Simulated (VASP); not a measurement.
Write the native input for VASP 6.6.1 that does the following.

| Quantity | Value |
| --- | --- |
| Task | single point |
| Functional | PBE |
| Potentials or basis | VASP PAW PBE potentials, release 64 (Rh_pv) |
| Cutoff | 520 eV |
| k mesh | 14 × 14 × 14 |
| Occupations | methfessel-paxton, width 0.3 eV |
| Spin | no spin polarisation |
| Dipole correction | no |
| Further INCAR settings | ALGO = Normal; EDIFF = 1e-07; NBANDS = 14 |

The structure of Rh lies in POSCAR:

```
Rh
1.0
    0.0000000000      1.9160595532      1.9160595532
    1.9160595532      0.0000000000      1.9160595532
    1.9160595532      1.9160595532      0.0000000000
Rh
1
Direct
    0.0000000000      0.0000000000      0.0000000000
```

These files were run (other wordings do the same):

INCAR

```
SYSTEM = Rh
PREC = Accurate
ENCUT = 520
EDIFF = 1E-7
ISMEAR = 1
SIGMA = 0.3
LREAL = .FALSE.
LASPH = .TRUE.
NELM = 100
ALGO = Normal
ISIF = 2
LWAVE = .FALSE.
LCHARG = .TRUE.
GGA = PE
LELF = .TRUE.
LVHAR = .TRUE.
NBANDS = 14
```

KPOINTS

```
regular mesh
0
G
  14 14 14
  0 0 0
```

Potentials or basis: VASP PAW PBE potentials, release 64 (Rh_pv).

Launch:

```bash
$ cat potpaw_PBE.64/Rh_pv/POTCAR > POTCAR
$ mpirun -np 1 vasp_std > vasp.out
```

It gave:

The pressure is -0.5 GPa.

Run time: 8.2 s on 1 thread of Intel(R) Xeon(R) 6975P-C (Granite Rapids) (shared host), peak memory 0.13 GiB.
